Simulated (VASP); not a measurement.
**Au: single point with PBE**

The system is Au.

```xyz
2
Lattice="3.3364 0.0000 0.0000 0.0000 3.3364 0.0000 0.0000 0.0000 3.2353" Properties=species:S:1:pos:R:3 pbc="T T T"
Au    0.0000    0.0000    0.0000
Au    1.6682    1.6682    1.6176
```

This cell differs from its parent crystal: uniaxial strain along c: -2.0 %, then relaxed in part.

| Quantity | Value |
| --- | --- |
| Program | VASP 6.6.1 |
| Task | single point |
| Functional | PBE |
| Potentials or basis | VASP PAW PBE potentials, release 64 (Au) |
| Cutoff | 520 eV |
| k mesh | 12 × 12 × 12 |
| Occupations | gaussian, width 0.1 eV |
| Spin | no spin polarisation |

| Item | Value |
| --- | --- |
| Pressure | 0.0 GPa |
| Band gap on the k mesh | zero (band 11 reaches 11.47 eV, above the bottom of band 12 at 6.58 eV) |

Stress tensor (GPa, compression positive):
```
-0.15  0.00  0.00
 0.00 -0.15  0.00
 0.00  0.00  0.14
```

Levels at points of the mesh, in eV from the Fermi level:
```csv
k point,band 8,band 9,band 10,band 11,band 12,band 13,band 14,band 15
"(0.00, 0.00, 0.00)",-2.79,-1.85,-1.85,-1.79,5.89,5.89,6.77,8.98
"(0.50, 0.00, 0.00)",-3.96,-3.32,-3.32,-2.09,-2.09,12.35,12.35,12.91
"(0.50, 0.50, 0.00)",-2.78,-1.51,-1.51,-0.58,-0.58,3.02,3.02,12.57
"(0.00, 0.00, 0.50)",-4.13,-3.40,-3.40,-1.73,-1.73,11.98,11.98,13.23
"(0.50, 0.00, 0.50)",-2.63,-1.48,-1.48,-0.41,-0.41,3.27,3.27,12.13
"(0.50, 0.50, 0.50)",-2.73,-2.61,-2.61,2.67,2.67,6.73,6.73,7.01
```

Run time: 38 s on 1 thread of AMD EPYC 9R45 (Zen 5) (shared host), peak memory 0.19 GiB.

Caveat: the cell differs from its parent crystal (uniaxial strain along c: -2.0 %, then relaxed in part); spin-orbit coupling is left out, which moves the levels of the heavy elements.
